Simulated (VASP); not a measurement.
# CuO2 (Cmcm) in VASP: notebook

The runs below take CuO2 through relaxation of cell and atoms, single point, with PBEsol.

All numbers are computed with VASP 6.6.1; they aren't measurements. Logs are shortened: lines on timing, memory, paths and dates and some standing lists are left out, and cuts for length are marked.

## (1) The cell of the first run

It takes space group Cmcm (No. 63, orthorhombic). Conventional cell: a = 2.825 Å, b = 10.421 Å, c = 4.343 Å, α = 90.00°, β = 90.00°, γ = 90.00°. Within 2.5 Å of Cu (site symmetry m2m) lie 6 O at 1.86 to 2.22 Å. Within 2.5 Å of O (site symmetry m2m) lie 4 Cu at 1.90 to 2.22 Å and 1 O at 2.47 Å. O (site symmetry m2m) has 2 Cu at 1.86 Å and 3 O at 2.42 to 2.47 Å within 2.5 Å.

## (2) Relaxation of cell and atoms, PBEsol, target pressure 5 GPa, at which the enthalpy is minimised

File INCAR:

```
ALGO     = Normal         # electronic algorithm
EDIFF    = 1E-7           # SCF threshold, eV
EDIFFG   = -0.01          # ionic threshold
ENCUT    = 600            # plane-wave cutoff, eV
GGA      = PS             # functional
IBRION   = 2              # ionic algorithm
ISIF     = 3              # what is computed and relaxed
ISMEAR   = -1             # smearing method
LASPH    = True           # aspherical terms in the spheres
LCHARG   = False          # write CHGCAR
LREAL    = False          # projectors in reciprocal space
LWAVE    = False          # write WAVECAR
NELM     = 100            # most SCF steps
NSW      = 60             # ionic steps
PREC     = Accurate       # precision mode
PSTRESS  = 50.0         
SIGMA    = 0.05           # smearing width, eV
```

File KPOINTS:

```
k-points
0
Gamma
  10 10 6
```

File POSCAR:

```
CuO2
1.0
    1.4126150000     -5.2107470000      0.0000000000
    1.4126150000      5.2107470000      0.0000000000
    0.0000000000      0.0000000000      4.3434240000
Cu O
2 4
Direct
    0.1672530000      0.8327470000      0.7500000000
    0.8327470000      0.1672530000      0.2500000000
    0.7889700000      0.2110300000      0.7500000000
    0.2110300000      0.7889700000      0.2500000000
    0.5514860000      0.4485140000      0.7500000000
    0.4485140000      0.5514860000      0.2500000000
```

Potentials or basis: VASP PAW PBE potentials, release 64 (Cu, O).

The run is started by

```console
$ cat potpaw_PBE.64/Cu/POTCAR potpaw_PBE.64/O/POTCAR > POTCAR
$ mpirun -np 1 vasp_std > vasp.out
```

OUTCAR:

```text
EDIFF = 1E-7
   EDIFFG = -0.01
   ENCUT = 600
   GGA = PS
   IBRION = 2
   ISIF = 3
   ISMEAR = -1
   LASPH = True
   LREAL = False
   NELM = 100
   NSW = 60
   PREC = Accurate
   PSTRESS = 50.0

 ion  position               nearest neighbor table
   1  0.167  0.833  0.750-   5 1.86   5 1.86   3 1.90   3 1.90   4 2.22   4 2.22
   2  0.833  0.167  0.250-   6 1.86   6 1.86   4 1.90   4 1.90   3 2.22   3 2.22
   3  0.789  0.211  0.750-   1 1.90   1 1.90   2 2.22   2 2.22
   4  0.211  0.789  0.250-   2 1.90   2 1.90   1 2.22   1 2.22
   5  0.551  0.449  0.750-   1 1.86   1 1.86
   6  0.449  0.551  0.250-   2 1.86   2 1.86

  LATTYP: Found a base centered orthorhombic cell.
 ALAT       =     2.8252300000
 B/A-ratio  =     3.6887241039
 C/A-ratio  =     1.5373700548

  Lattice vectors:

 A1 = (   1.4126150000,  -5.2107470000,   0.0000000000)
 A2 = (   1.4126150000,   5.2107470000,   0.0000000000)
 A3 = (   0.0000000000,   0.0000000000,   4.3434240000)

Analysis of symmetry for initial positions (statically):
=====================================================================
 Subroutine PRICEL returns:
 Original cell was already a primitive cell.

 Routine SETGRP: Setting up the symmetry group for a
 base centered orthorhombic supercell.

 Subroutine GETGRP returns: Found  8 space group operations
 (whereof  4 operations were pure point group operations)
 out of a pool of  8 trial point group operations.

The static configuration has the point symmetry C_2h.
 The point group associated with its full space group is D_2h.

Analysis of symmetry for dynamics (positions and initial velocities):
=====================================================================
 Subroutine PRICEL returns:
 Original cell was already a primitive cell.

 Routine SETGRP: Setting up the symmetry group for a
 base centered orthorhombic supercell.

 Subroutine GETGRP returns: Found  8 space group operations
 (whereof  4 operations were pure point group operations)
 out of a pool of  8 trial point group operations.

The dynamic configuration has the point symmetry C_2h.
 The point group associated with its full space group is D_2h.

 Subroutine INISYM returns: Found  8 space group operations
 (whereof  4 operations are pure point group operations),
 and found     1 'primitive' translations

----------------------------------------------------------------------------------------

                                     Primitive cell

  volume of cell :      63.9420

  direct lattice vectors                    reciprocal lattice vectors
     1.412615000 -5.210747000  0.000000000     0.353953483 -0.095955532  0.000000000
     1.412615000  5.210747000  0.000000000     0.353953483  0.095955532  0.000000000
     0.000000000  0.000000000  4.343424000     0.000000000  0.000000000  0.230233106

  length of vectors
     5.398830006  5.398830006  4.343424000     0.366729509  0.366729509  0.230233106

  position of ions in fractional coordinates (direct lattice)
     0.167253000  0.832747000  0.750000000
     0.832747000  0.167253000  0.250000000
     0.788970000  0.211030000  0.750000000
     0.211030000  0.788970000  0.250000000
     0.551486000  0.448514000  0.750000000
     0.448514000  0.551486000  0.250000000

  ion indices of the primitive-cell ions
   primitive index   ion index
                 1           1
                 2           2
                 3           3
                 4           4
                 5           5
                 6           6

----------------------------------------------------------------------------------------

 KPOINTS: k-points

Automatic generation of k-mesh.
 Grid dimensions read from file:
 generate k-points for:   10   10    6

 Generating k-lattice:

  Cartesian coordinates                     Fractional coordinates (reciprocal lattice)
     0.035395348 -0.009595553  0.000000000     0.100000000 -0.000000000  0.000000000
     0.035395348  0.009595553  0.000000000    -0.000000000  0.100000000  0.000000000
[... 49 lines left out ...]

 number of electron      45.9999996 magnetization

 Free energy of the ion-electron system (eV)
  ---------------------------------------------------
  ext. energy  EPLUGINS =         0.00000000
  ---------------------------------------------------
  free energy    TOTEN  =       -29.72826124 eV

  energy without entropy =      -29.68978968  energy(sigma->0) =      -29.70902546

 E-fermi :   2.4379     XC(G=0): -11.2261

 val. band max:        2.4375998260   @ k =   0.4000   0.2000   0.1667
 cond. band min:       2.4459501830   @ k =   0.1000   0.1000   0.1667
 fundamental gap:      0.0083503570
 Fermi energy:         2.4379429362

 k-point     1 :       0.0000    0.0000    0.0000
  band No.  band energies     occupation
      1     -16.6980      2.00000
      2     -15.1685      2.00000
      3     -15.0149      2.00000
      4     -14.3671      2.00000
      5      -3.7127      2.00000
      6      -3.5205      2.00000
[... 709 lines left out ...]
     26       2.7144      0.00791
     27      11.4808      0.00000

 [... further k-points ...]
[... 5 lines left out ...]
  --------------------------------------------------------------------------------------
  -------------------------------------------------------------------------------------
  Total       -3.6189080     -3.0654904     -2.8297635      0.0000000     -0.0000000      0.0000000
  in kB      -90.6780359    -76.8111948    -70.9046465      0.0000000     -0.0000000      0.0000000
  external PRESSURE =    -129.4646258 kB  Pullay stress =      50.0000000 kB
[... 105 lines left out ...]
  FREE ENERGIE OF THE ION-ELECTRON SYSTEM (eV)
  ---------------------------------------------------
  free  energy   TOTEN  =       -29.7863935518 eV

  energy  without entropy=      -29.7499446388  energy(sigma->0) =      -29.76816910

  enthalpy is  TOTEN    =       -27.9193754876 eV   P V=        1.8670180642

[... ionic steps 4 to 29 ...]

--------------------------------------- Ionic step       30  -------------------------------------------

 number of electron      46.0000000 magnetization

------------------------ aborting loop because EDIFF is reached ----------------------------------------

  FORCE on cell =-STRESS in cart. coord.  units (eV):
  Direction    XX          YY          ZZ          XY          YZ          ZX
  --------------------------------------------------------------------------------------
  -------------------------------------------------------------------------------------
  Total        1.6020136      1.5787026      1.5853154      0.0000000     -0.0000000      0.0000000
  in kB       48.3786545     47.6746962     47.8743910      0.0000000     -0.0000000      0.0000000
  external PRESSURE =      -2.0240861 kB  Pullay stress =      50.0000000 kB
[... 69 lines left out ...]
  enthalpy is  TOTEN    =       -28.3133280017 eV   P V=        1.6545307816

--------------------------------------- Ionic step       32  -------------------------------------------

 number of electron      46.0000000 magnetization

 Free energy of the ion-electron system (eV)
  ---------------------------------------------------
  ext. energy  EPLUGINS =         0.00000000
  ---------------------------------------------------
  free energy    TOTEN  =       -29.96784451 eV

  energy without entropy =      -29.92185978  energy(sigma->0) =      -29.94485214

 E-fermi :   5.0044     XC(G=0): -12.4847

 val. band max:        4.9858567706   @ k =   0.4000   0.3000   0.3333
 cond. band min:       5.0081247863   @ k =   0.3000   0.3000   0.0000
 fundamental gap:      0.0222680156
 Fermi energy:         5.0044097802

 k-point     1 :       0.0000    0.0000    0.0000
  band No.  band energies     occupation
      1     -15.5622      2.00000
      2     -13.9382      2.00000
      3     -12.6787      2.00000
      4     -11.2981      2.00000
      5      -2.1528      2.00000
      6      -1.9524      2.00000
[... 709 lines left out ...]
     26       7.1412      0.00000
     27      13.9037      0.00000

 [... further k-points ...]
[... 5 lines left out ...]
  --------------------------------------------------------------------------------------
  -------------------------------------------------------------------------------------
  Total        1.6574233      1.6439751      1.6498905      0.0000000     -0.0000000      0.0000000
  in kB       50.0887852     49.6823662     49.8611356      0.0000000     -0.0000000      0.0000000
  external PRESSURE =      -0.1225710 kB  Pullay stress =      50.0000000 kB
[... 21 lines left out ...]
  FREE ENERGIE OF THE ION-ELECTRON SYSTEM (eV)
  ---------------------------------------------------
  free  energy   TOTEN  =       -29.9678445073 eV

  energy  without entropy=      -29.9218597815  energy(sigma->0) =      -29.94485214

  enthalpy is  TOTEN    =       -28.3133590402 eV   P V=        1.6544854672

 reached required accuracy - stopping structural energy minimisation
```

Run time: 68 min. Hardware: 1 thread of Intel Xeon 6975P-C (Granite Rapids), shared host; peak memory 0.43 GiB.

What came out:

```
Free energy                                                : -29.9678 eV
Relaxed volume                                             : 8.84 Å³/atom
Relaxed cell                                               : a = 5.066 Å, b = 5.066 Å, c = 3.738 Å, α = 90.00°, β = 90.00°, γ = 146.46°
Space group after relaxing (to 0.1 Å)                      : Cmcm (No. 63)
Energy change on relaxing (the run minimises the enthalpy) : -39.9 meV/atom
Ionic steps                                                : 32
Pressure after relaxing                                    : 5.0 GPa
Largest force after relaxing                               : 0.009 eV/Å
Band gap on the k mesh                                     : zero (bands 23 and 24 overlap by 0.89 eV)
```

Forces on the atoms (eV/Å):
```
Cu   0.000 -0.005  0.000
Cu   0.000  0.005  0.000
O    0.000  0.001  0.000
O    0.000 -0.001  0.000
O    0.000 -0.009  0.000
O    0.000  0.009  0.000
```

The path:
| step | energy change (eV) | largest force (eV/Å) | pressure (GPa) | volume (Å³) |
| --- | --- | --- | --- | --- |
| 1 | 0.0000 | 0.4298 | -7.95 | 63.94 |
| 2 | 0.2216 | 1.5355 | 18.98 | 56.30 |
| 3 | -0.0581 | 0.5936 | 4.08 | 59.83 |
| 4 | -0.0856 | 0.4577 | 4.33 | 58.60 |
| 5 | -0.0750 | 0.5272 | 8.26 | 54.96 |
| 6 | -0.1412 | 0.3698 | 4.04 | 55.22 |
| 7 | -0.1790 | 0.5963 | -2.15 | 55.65 |
| 8 | -0.1904 | 0.5983 | -2.23 | 55.35 |
| 9 | -0.2094 | 0.6185 | -1.77 | 54.44 |
| 10 | -0.0736 | 0.7830 | 1.81 | 52.55 |
| 11 | -0.2083 | 0.6265 | -1.33 | 54.12 |
| 12 | -0.2200 | 0.4994 | 1.39 | 53.50 |
| 13 | -0.2099 | 0.2850 | 5.93 | 52.56 |
| 14 | -0.2089 | 0.2775 | 6.10 | 52.53 |
| 15 | -0.2150 | 0.2371 | 5.86 | 52.61 |
| 16 | -0.2285 | 0.1627 | 5.18 | 52.84 |
| 17 | -0.2320 | 0.2219 | 4.96 | 52.93 |
| 18 | -0.2358 | 0.1394 | 4.87 | 52.97 |
| 19 | -0.2393 | 0.0336 | 4.73 | 53.03 |
| 20 | -0.2395 | 0.0374 | 4.73 | 53.04 |
| 21 | -0.2374 | 0.0328 | 5.06 | 52.96 |
| 22 | -0.2357 | 0.0292 | 5.31 | 52.90 |
| 23 | -0.2371 | 0.0075 | 5.06 | 52.94 |
| 24 | -0.2377 | 0.0144 | 4.98 | 52.96 |
| 25 | -0.2378 | 0.0171 | 4.95 | 52.96 |
| 26 | -0.2377 | 0.0146 | 5.00 | 52.96 |
| 27 | -0.2373 | 0.0133 | 5.12 | 52.95 |
| 28 | -0.2381 | 0.0138 | 5.04 | 52.97 |
| 29 | -0.2390 | 0.0144 | 4.96 | 53.00 |
| 30 | -0.2408 | 0.0154 | 4.80 | 53.05 |
| 31 | -0.2396 | 0.0146 | 4.94 | 53.02 |
| 32 | -0.2396 | 0.0086 | 4.99 | 53.02 |

Final structure:
```cif
data_structure
_symmetry_space_group_name_H-M 'P 1'
_symmetry_Int_Tables_number 1
_cell_length_a 5.0664
_cell_length_b 5.0664
_cell_length_c 3.7377
_cell_angle_alpha 90.000
_cell_angle_beta 90.000
_cell_angle_gamma 146.455
_cell_volume 53.02
loop_
_atom_site_label
_atom_site_type_symbol
_atom_site_fract_x
_atom_site_fract_y
_atom_site_fract_z
_atom_site_occupancy
Cu1 Cu 0.15585 0.84415 0.75000 1
Cu2 Cu 0.84415 0.15585 0.25000 1
O1 O 0.79461 0.20539 0.75000 1
O2 O 0.20539 0.79461 0.25000 1
O3 O 0.52552 0.47448 0.75000 1
O4 O 0.47448 0.52552 0.25000 1
```

Levels at points of the mesh, in eV from the Fermi level:
```csv
k point,band 19,band 20,band 21,band 22,band 23,band 24,band 25,band 26,band 27
"(0.00, 0.00, 0.00)",-2.05,-1.69,-1.39,-1.08,-0.77,-0.20,0.62,1.98,5.63
"(0.50, 0.00, 0.00)",-2.75,-2.11,-1.89,-1.87,-1.27,0.07,0.15,2.17,9.72
"(0.50, 0.50, 0.00)",-2.35,-1.63,-1.59,-1.06,-0.50,0.22,0.65,2.11,8.03
"(0.00, 0.00, 0.50)",-1.99,-1.99,-0.66,-0.66,0.20,0.20,0.23,0.23,8.50
"(0.50, 0.00, 0.50)",-2.58,-2.58,-1.00,-1.00,0.12,0.12,0.69,0.69,10.90
"(0.50, 0.50, 0.50)",-2.00,-2.00,-0.74,-0.74,0.45,0.45,0.50,0.50,8.96
```

Caveat: the cell is relaxed towards a set pressure, so the run minimises the enthalpy, not the energy; the volume moved by over 15 % at a fixed basis, so the end points are rough; the PAW data sets were made with another functional, which shifts forces and pressure a little; semilocal functionals often make such compounds metallic where correlation or magnetic order opens a gap, which also shifts bond lengths.

(Continued in part 2 of 2.)

The gap in the log of VASP goes by the Fermi energy; the results here count the filled bands.